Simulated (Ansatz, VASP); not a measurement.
## One calculation of Nb, two programs

```
Nb
1.0
     4.58757    0.00000    0.00000
    -2.29378    3.97295    0.00000
     0.00000    0.00000    4.68620
Nb
4
Direct
  0.00000 0.00000 0.25000
  0.00000 0.00000 0.75000
  0.33333 0.66667 0.75000
  0.66667 0.33333 0.25000
```

Alike in both runs: functional PBE; k mesh 6 × 6 × 2; occupations gaussian, width 0.1 eV; no spin polarisation.

Ansatz relaxed the structure, and its values are those at the end. VASP's run is a single point on that final structure, the one shown.

```csv
,VASP,Ansatz
version,VASP 6.6.1,Ansatz 0.2.0
potentials or method,"VASP PAW PBE potentials, release 64 (Nb_sv), cutoff 520 eV","scalar-relativistic, plane waves, PAW"
valence electrons in the cell,52,52
```

|  | VASP | Ansatz | Ansatz less VASP |
| --- | --- | --- | --- |
| gap on the k mesh at the Fermi level (eV) | none | none | - |
| pressure (GPa) | -0.1 | 0.0 | +0.11 |

A gap of «none» marks a metal or a gap that the smearing closes. With one functional, cell and mesh, what is left measures potentials, basis and numerics.

The k mesh is coarse, so the values compare programs but aren't converged.
